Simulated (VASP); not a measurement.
Write the native input for VASP 6.6.1 that does the following.

| Item | Value |
| --- | --- |
| Task | single point |
| Functional | r2SCAN |
| Potentials or basis | VASP PAW PBE potentials, release 64 (Ti_sv, Al) |
| Cutoff | 520 eV |
| k mesh | 6 × 6 × 6 |
| Occupations | methfessel-paxton, width 0.15 eV |
| Spin | no spin polarisation |
| Dipole correction | no |
| Further INCAR settings | ALGO = Normal; EDIFF = 1e-06; NBANDS = 28 |

Crystal: Ti3Al.

```
CELL_PARAMETERS angstrom
0.00000 3.26026 3.26026
3.26026 0.00000 3.26026
3.26026 3.26026 0.00000
ATOMIC_POSITIONS crystal
Ti 0.75000 0.75000 0.75000
Ti 0.25000 0.25000 0.25000
Ti 0.00000 0.00000 0.00000
Al 0.50000 0.50000 0.50000
```

One way to write it, as run:

POSCAR

```
Ti3Al
1.0
    0.0000000000      3.2602552998      3.2602552998
    3.2602552998      0.0000000000      3.2602552998
    3.2602552998      3.2602552998      0.0000000000
Ti Al
3 1
Direct
    0.7500000000      0.7500000000      0.7500000000
    0.2500000000      0.2500000000      0.2500000000
    0.0000000000      0.0000000000      0.0000000000
    0.5000000000      0.5000000000      0.5000000000
```

INCAR.step1

```
PREC = Accurate
ENCUT = 520
ISMEAR = 1
SIGMA = 0.15
LREAL = False
LASPH = True
NELM = 60
NBANDS = 28
GGA = PE
ALGO = Normal
EDIFF = 1E-4
LWAVE = True
LCHARG = False
```

INCAR.step2

```
PREC = Accurate
ENCUT = 520
EDIFF = 1E-6
ISMEAR = 1
SIGMA = 0.15
LREAL = False
LASPH = True
NELM = 60
ALGO = Normal
ISIF = 2
LWAVE = False
LCHARG = False
METAGGA = R2SCAN
LMIXTAU = True
NBANDS = 28
ISTART = 1
```

KPOINTS

```
Automatic mesh
0
Gamma
  6 6 6
```

Potentials or basis: VASP PAW PBE potentials, release 64 (Ti_sv, Al).

Command:

```console
$ cat potpaw_PBE.64/Ti_sv/POTCAR potpaw_PBE.64/Al/POTCAR > POTCAR
$ cp INCAR.step1 INCAR
$ mpirun -np 1 vasp_std > vasp.out
$ cp INCAR.step2 INCAR
$ mpirun -np 1 vasp_std > vasp.out
```

Results of the run:

- Pressure: -4.6 GPa

Caveat: the PAW data sets were made with another functional, which shifts forces and pressure a little.

Wall time 67 s on 1 thread of Intel(R) Xeon(R) 6975P-C (Granite Rapids), with other jobs on the host, peak memory 0.22 GiB.
